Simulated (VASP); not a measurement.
# BaTe in VASP: further runs, part 2 of 2

VASP 6.6.1. The steps go on from the part before.

## (4) Single point, r2SCAN (strain along [111] +2.8%)

Contents of POSCAR:

```
BaTe
1.0
    0.0666443649      3.5990311994      3.5990311994
    3.5990311994      0.0666443649      3.5990311994
    3.5990311994      3.5990311994      0.0666443649
Ba Te
1 1
Direct
    0.0000000000      0.0000000000      0.0000000000
    0.5000000000      0.5000000000      0.5000000000
```

Contents of INCAR.step1:

```
SYSTEM = BaTe
PREC = Accurate ; ENCUT = 520
ISMEAR = 0 ; SIGMA = 0.01
LREAL = .FALSE. ; LASPH = .TRUE.
NELM = 100 ; NBANDS = 15
GGA = PE ; ALGO = Normal
EDIFF = 1E-4 ; LWAVE = .TRUE.
LCHARG = .FALSE.
```

Contents of INCAR.step2:

```
SYSTEM = BaTe
PREC = Accurate ; ENCUT = 520
EDIFF = 1E-6 ; ISMEAR = 0
SIGMA = 0.01 ; LREAL = .FALSE.
LASPH = .TRUE. ; NELM = 100
ALGO = Normal ; ISIF = 2
LWAVE = .FALSE. ; LCHARG = .FALSE.
METAGGA = R2SCAN ; LMIXTAU = .TRUE.
NBANDS = 15 ; ISTART = 1
```

Contents of KPOINTS:

```
regular mesh
0
G
  6 6 6
  0 0 0
```

Potentials or basis: VASP PAW PBE potentials, release 64 (Ba_sv, Te).

Command:

```console
$ cat potpaw_PBE.64/Ba_sv/POTCAR potpaw_PBE.64/Te/POTCAR > POTCAR
$ cp INCAR.step1 INCAR
$ mpirun -np 1 vasp_std > vasp.out
$ cp INCAR.step2 INCAR
$ mpirun -np 1 vasp_std > vasp.out
```

OUTCAR:

```text
SYSTEM = BaTe
   PREC = Accurate
   ENCUT = 520
   EDIFF = 1E-6
   ISMEAR = 0
   LREAL = .FALSE.
   LASPH = .TRUE.
   NELM = 100
   ISIF = 2
   METAGGA = R2SCAN
   ISTART = 1

 ion  position               nearest neighbor table
   1  0.000  0.000  0.000-   2 3.57   2 3.57   2 3.57   2 3.57   2 3.57   2 3.57
   2  0.500  0.500  0.500-   1 3.57   1 3.57   1 3.57   1 3.57   1 3.57   1 3.57

  LATTYP: Found a trigonal (rhomboedric) cell.
 ALAT       =     5.0902350260
 COS(alpha) =     0.5184284247

  Lattice vectors:

 A1 = (   0.0666443649,   3.5990311994,   3.5990311994)
 A2 = (   3.5990311994,   0.0666443649,   3.5990311994)
 A3 = (   3.5990311994,   3.5990311994,   0.0666443649)

Analysis of symmetry for initial positions (statically):
=====================================================================
 Subroutine PRICEL returns:
 Original cell was already a primitive cell.

 Routine SETGRP: Setting up the symmetry group for a
 trigonal (rhombohedral) supercell.

 Subroutine GETGRP returns: Found 12 space group operations
 (whereof 12 operations were pure point group operations)
 out of a pool of 12 trial point group operations.

The static configuration has the point symmetry D_3d.
[... 168 lines left out ...]

 k-point     1 :       0.0000    0.0000    0.0000
  band No.  band energies     occupation
      1     -26.2412      2.00000
      2     -10.9565      2.00000
      3     -10.9565      2.00000
      4     -10.9524      2.00000
      5      -7.9662      2.00000
      6       1.6640      2.00000
      7       1.7605      2.00000
      8       1.7605      2.00000
      9       4.9089      0.00000
     10       5.1466      0.00000
     11       5.1514      0.00000
     12       5.1514      0.00000
     13       5.7331      0.00000
     14       5.7331      0.00000
[... 401 lines left out ...]
      2     -11.0990      2.00000
      3     -11.0593      2.00000
      4     -11.0442      2.00000
      5      -7.6420      2.00000
      6       0.6843      2.00000
      7       0.7277      2.00000
      8       1.0115      2.00000
      9       4.6927      0.00000
     10       6.6432      0.00000
     11       6.8549      0.00000
     12       7.3967      0.00000
     13       7.8120      0.00000
     14       8.5831      0.00000
     15      10.1467      0.00000

 [... further k-points ...]
[... 5 lines left out ...]
  --------------------------------------------------------------------------------------
  -------------------------------------------------------------------------------------
  Total       -0.3099205     -0.3099205     -0.3099205     -0.1355535     -0.1355535     -0.1355535
  in kB       -5.4778007     -5.4778007     -5.4778007     -2.3958885     -2.3958885     -2.3958885
  external PRESSURE =      -5.4778007 kB  Pullay stress =       0.0000000 kB

 VOLUME and BASIS-vectors are now :
 -----------------------------------------------------------------------------
  energy-cutoff  :      520.00
  volume of cell :       90.65
      direct lattice vectors                 reciprocal lattice vectors
     0.066644365  3.599031199  3.599031199    -0.142845867  0.140248836  0.140248836
     3.599031199  0.066644365  3.599031199     0.140248836 -0.142845867  0.140248836
     3.599031199  3.599031199  0.066644365     0.140248836  0.140248836 -0.142845867

 POSITION                                       TOTAL-FORCE (eV/Angst)
 -----------------------------------------------------------------------------------
      0.00000      0.00000      0.00000         0.000000     -0.000000      0.000000
      3.63235      3.63235      3.63235        -0.000000      0.000000     -0.000000
 -----------------------------------------------------------------------------------
    total drift:                                0.000000     -0.000000     -0.000000

  FREE ENERGIE OF THE ION-ELECTRON SYSTEM (eV)
  ---------------------------------------------------
  free  energy   TOTEN  =       -56.0226860134 eV

  energy  without entropy=      -56.0226860134  energy(sigma->0) =      -56.02268601
```

OUTCAR.step1:

```text
SYSTEM = BaTe
   PREC = Accurate
   ENCUT = 520
   ISMEAR = 0
   LREAL = .FALSE.
   LASPH = .TRUE.
[... 655 lines left out ...]
      0.00000      0.00000      0.00000         0.000000     -0.000000     -0.000000
      3.63235      3.63235      3.63235        -0.000000      0.000000      0.000000
 -----------------------------------------------------------------------------------
    total drift:                                0.000000     -0.000000     -0.000000

  FREE ENERGIE OF THE ION-ELECTRON SYSTEM (eV)
  ---------------------------------------------------
  free  energy   TOTEN  =        -8.6233088504 eV

  energy  without entropy=       -8.6233088504  energy(sigma->0) =       -8.62330885
```

OSZICAR.step1:

```text
N       E                     dE             d eps       ncg     rms          rms(c)
DAV:   1     0.874286353740E+02    0.87429E+02   -0.61849E+03   960   0.882E+02
DAV:   2    -0.297226328816E+01   -0.90401E+02   -0.81931E+02  1291   0.154E+02
DAV:   3    -0.859335017281E+01   -0.56211E+01   -0.55820E+01  1315   0.422E+01
DAV:   4    -0.873397409626E+01   -0.14062E+00   -0.14058E+00  1263   0.677E+00
DAV:   5    -0.873733756193E+01   -0.33635E-02   -0.33634E-02  1399   0.854E-01    0.347E+00
DAV:   6    -0.861240377163E+01    0.12493E+00   -0.14484E-01  1170   0.187E+00    0.227E+00
DAV:   7    -0.861490540482E+01   -0.25016E-02   -0.11563E-01  1227   0.185E+00    0.840E-01
DAV:   8    -0.862271058425E+01   -0.78052E-02   -0.16460E-02   981   0.851E-01    0.200E-01
DAV:   9    -0.862303364582E+01   -0.32306E-03   -0.97108E-04  1324   0.189E-01    0.718E-02
DAV:  10    -0.862329550023E+01   -0.26185E-03   -0.48527E-04  1009   0.146E-01    0.246E-02
DAV:  11    -0.862330885040E+01   -0.13350E-04   -0.39627E-05   873   0.376E-02
   1 F= -.86233089E+01 E0= -.86233089E+01  d E =-.341066E-34
```

It took 3.3 min on 1 thread of Intel Xeon Platinum 8259CL at 2.50GHz (Skylake/Cascade Lake), shared host; peak memory 0.28 GiB.

Results:

| Quantity | Value |
| --- | --- |
| Free energy | -56.0227 eV |
| Pressure | -0.5 GPa |
| Band gap on the k mesh | 1.95 eV, indirect (least direct gap 2.33 eV) |

Caveat: the cell differs from its parent crystal (strain along [111] +2.8%); the PAW data sets were made with another functional, which shifts forces and pressure a little; spin-orbit coupling is left out, which moves the levels of the heavy elements. A k mesh can miss the band edges.

## (5) Single point, r2SCAN (biaxial xy strain -1.2%)

Contents of POSCAR:

```
BaTe
1.0
    0.0000000000      3.4907046699      3.5323868345
    3.4907046699      0.0000000000      3.5323868345
    3.4907046699      3.4907046699      0.0000000000
Ba Te
1 1
Direct
    0.0000000000      0.0000000000      0.0000000000
    0.5000000000      0.5000000000      0.5000000000
```

Contents of INCAR.step1:

```
ALGO = Normal ; EDIFF = 1E-4
ENCUT = 520 ; GGA = PE
ISMEAR = 0 ; LASPH = T
LCHARG = F ; LREAL = F
LWAVE = T ; NBANDS = 15
NELM = 100 ; PREC = Accurate
SIGMA = 0.01
```

Contents of INCAR.step2:

```
ALGO = Normal ; EDIFF = 1E-7
ENCUT = 520 ; ISIF = 2
ISMEAR = 0 ; ISTART = 1
LASPH = T ; LCHARG = T
LELF = T ; LMIXTAU = T
LREAL = F ; LVHAR = T
LWAVE = F ; METAGGA = R2SCAN
NBANDS = 15 ; NELM = 100
PREC = Accurate ; SIGMA = 0.01
```

Contents of KPOINTS:

```
k-points
0
Gamma
  6 6 6
```

Command:

```console
$ cat potpaw_PBE.64/Ba_sv/POTCAR potpaw_PBE.64/Te/POTCAR > POTCAR
$ cp INCAR.step1 INCAR
$ mpirun -np 1 vasp_std > vasp.out
$ cp INCAR.step2 INCAR
$ mpirun -np 1 vasp_std > vasp.out
```

Run time: 87 s. Hardware: 1 thread of Intel Xeon 6975P-C (Granite Rapids), shared host; peak memory 0.27 GiB.

Results (log left out):

| Property | Result |
| --- | --- |
| Free energy | -56.0177 eV |
| Pressure | 1.1 GPa |
| Band gap on the k mesh | 1.87 eV, indirect (least direct gap 2.25 eV) |

Stress tensor (GPa, compression positive):
```
1.39 0.00 0.00
0.00 1.39 0.00
0.00 0.00 0.52
```

Levels at points of the mesh, in eV from the valence-band top:
```tsv
k point	band 6	band 7	band 8	band 9	band 10	band 11
(0.00, 0.00, 0.00)	-0.03	0.00	0.00	3.29	3.36	3.36
(0.50, 0.00, 0.00)	-2.22	-1.13	-1.12	4.63	5.24	5.38
(0.50, 0.50, 0.00)	-1.19	-0.38	-0.38	1.87	4.91	5.34
(0.50, 0.00, 0.50)	-1.14	-0.42	-0.40	1.87	4.93	5.34
```

Caveat: the cell differs from its parent crystal (biaxial xy strain -1.2%); the PAW data sets were made with another functional, which shifts forces and pressure a little; spin-orbit coupling is left out, which moves the levels of the heavy elements. A k mesh can miss the band edges.

## (6) Single point, HSE06 (biaxial xy strain -1.2%)

POSCAR is that of step 5.

Contents of INCAR.step1:

```
SYSTEM = BaTe
ALGO = Normal
EDIFF = 1E-5
ENCUT = 520
GGA = PE
ISIF = 2
ISMEAR = 0
LASPH = .True.
LREAL = .False.
LWAVE = .True.
NBANDS = 15
NELM = 100
PREC = Accurate
SIGMA = 0.01
```

Contents of INCAR.step2:

```
SYSTEM = BaTe
ALGO = Normal
EDIFF = 1E-6
ENCUT = 520
GGA = PE
HFSCREEN = 0.2079
ISIF = 2
ISMEAR = 0
ISTART = 1
LASPH = .True.
LCHARG = .True.
LELF = .True.
LHFCALC = .True.
LREAL = .False.
LVHAR = .True.
LWAVE = .False.
NBANDS = 15
NELM = 100
PREC = Accurate
PRECFOCK = Normal
SIGMA = 0.01
```

Contents of KPOINTS:

```
k-points
0
Gamma
  4 4 4
  0 0 0
```

Potentials or basis: VASP PAW PBE potentials, release 64 (Ba_sv, Te).

Command:

```console
$ cat potpaw_PBE.64/Ba_sv/POTCAR potpaw_PBE.64/Te/POTCAR > POTCAR
$ cp INCAR.step1 INCAR
$ mpirun -np 1 vasp_std > vasp.out
$ cp INCAR.step2 INCAR
$ mpirun -np 1 vasp_std > vasp.out
```

It took 7.3 min on 1 thread of Intel Xeon 6975P-C (Granite Rapids), shared host; peak memory 0.35 GiB.

The run converged. Its results:

| Item | Value |
| --- | --- |
| Free energy | -9.7943 eV |
| Pressure | 0.7 GPa |
| Band gap on the k mesh | 2.24 eV, indirect (least direct gap 2.65 eV) |

Stress tensor (GPa, compression positive):
```
1.01 0.00 0.00
0.00 1.01 0.00
0.00 0.00 0.21
```

Levels at points of the mesh, in eV from the valence-band top:
```csv
k point,band 5,band 6,band 7,band 8,band 9,band 10,band 11,band 12
"(0.00, 0.00, 0.00)",-10.39,-0.03,0.00,0.00,3.62,3.71,3.79,3.79
"(0.50, 0.00, 0.00)",-9.54,-2.40,-1.20,-1.19,4.90,5.73,5.90,5.93
"(0.50, 0.50, 0.00)",-10.15,-1.30,-0.42,-0.42,2.24,5.34,5.48,6.56
"(0.50, 0.00, 0.50)",-10.15,-1.26,-0.46,-0.44,2.24,5.34,5.50,6.59
```

Caveat: the cell differs from its parent crystal (biaxial xy strain -1.2%); the PAW data sets were made with another functional, which shifts forces and pressure a little; spin-orbit coupling is left out, which moves the levels of the heavy elements.

## (7) Single point, HSE06 (strain along [111] +2.8%)

Contents of POSCAR:

```
BaTe
1.0
    0.0666443649      3.5990311994      3.5990311994
    3.5990311994      0.0666443649      3.5990311994
    3.5990311994      3.5990311994      0.0666443649
Ba Te
1 1
Direct
    0.0000000000      0.0000000000      0.0000000000
    0.5000000000      0.5000000000      0.5000000000
```

INCAR.step1 is that of step 6.

INCAR.step2 is that of step 6.

KPOINTS is that of step 6.

Command:

```console
$ cat potpaw_PBE.64/Ba_sv/POTCAR potpaw_PBE.64/Te/POTCAR > POTCAR
$ cp INCAR.step1 INCAR
$ mpirun -np 1 vasp_std > vasp.out
$ cp INCAR.step2 INCAR
$ mpirun -np 1 vasp_std > vasp.out
```

It took 10 min on 1 thread of Intel Xeon 6975P-C (Granite Rapids), shared host; peak memory 0.35 GiB.

It converged, with:

```yaml
Free_energy: -9.7904 eV
Pressure: -0.8 GPa
Band_gap_on_the_k_mesh: 2.32 eV, indirect (least direct gap 2.74 eV)
```

Stress tensor (GPa, compression positive):
```
-0.82 -0.24 -0.24
-0.24 -0.82 -0.24
-0.24 -0.24 -0.82
```

Levels at points of the mesh, in eV from the valence-band top:
```
           k point  band 4  band 5  band 6  band 7  band 8  band 9  band 10  band 11  band 12  band 13
(0.00, 0.00, 0.00)  -13.19  -10.30   -0.10    0.00    0.00    3.36     3.68     3.82     3.82     4.34
(0.50, 0.00, 0.00)  -13.20   -9.60   -2.27   -1.19   -1.08    4.78     5.48     5.81     5.88     7.54
(0.50, 0.50, 0.00)  -13.27  -10.07   -1.27   -0.50   -0.42    2.32     5.21     5.23     6.29     6.61
(0.50, 0.50, 0.50)  -13.20   -9.60   -2.30   -1.03   -1.03    4.83     5.52     5.70     5.70     7.72
```

Caveat: the cell differs from its parent crystal (strain along [111] +2.8%); the PAW data sets were made with another functional, which shifts forces and pressure a little; spin-orbit coupling is left out, which moves the levels of the heavy elements. A k mesh can miss the band edges.

## (8) Overview

```csv
level,cell,k mesh,smearing,grid for exact exchange (PRECFOCK),screening parameter,gap on the mesh (eV),pressure (GPa)
PBE,"a = 4.966, b = 4.966, c = 4.937 Å, angles 60.2, 60.2, 59.6°, 2 atoms",6 × 6 × 6,fermi-dirac 0.02 eV,-,-,1.52,1.1
PBE,"a = 5.090 Å, angles 58.8°, 2 atoms",6 × 6 × 6,fermi-dirac 0.02 eV,-,-,1.60,-0.5
r2SCAN,"a = 5.090 Å, angles 58.8°, 2 atoms",6 × 6 × 6,gaussian 0.01 eV,-,-,1.95,-0.5
r2SCAN,"a = 4.966, b = 4.966, c = 4.937 Å, angles 60.2, 60.2, 59.6°, 2 atoms",6 × 6 × 6,gaussian 0.01 eV,-,-,1.87,1.1
HSE06,"a = 4.966, b = 4.966, c = 4.937 Å, angles 60.2, 60.2, 59.6°, 2 atoms",4 × 4 × 4,gaussian 0.01 eV,Normal,0.2079 1/Å,2.24,0.7
HSE06,"a = 5.090 Å, angles 58.8°, 2 atoms",4 × 4 × 4,gaussian 0.01 eV,Normal,0.2079 1/Å,2.32,-0.8
```

Alike in all rows: task single point; potentials or basis VASP PAW PBE potentials, release 64 (Ba_sv, Te); no spin polarisation; cutoff (eV) 520.

Caveats: spin-orbit coupling is left out, which moves the levels of the heavy elements; the PAW data sets were made with another functional, which shifts forces and pressure a little (some runs).

Absolute energies hang on the potentials; compare differences alone.
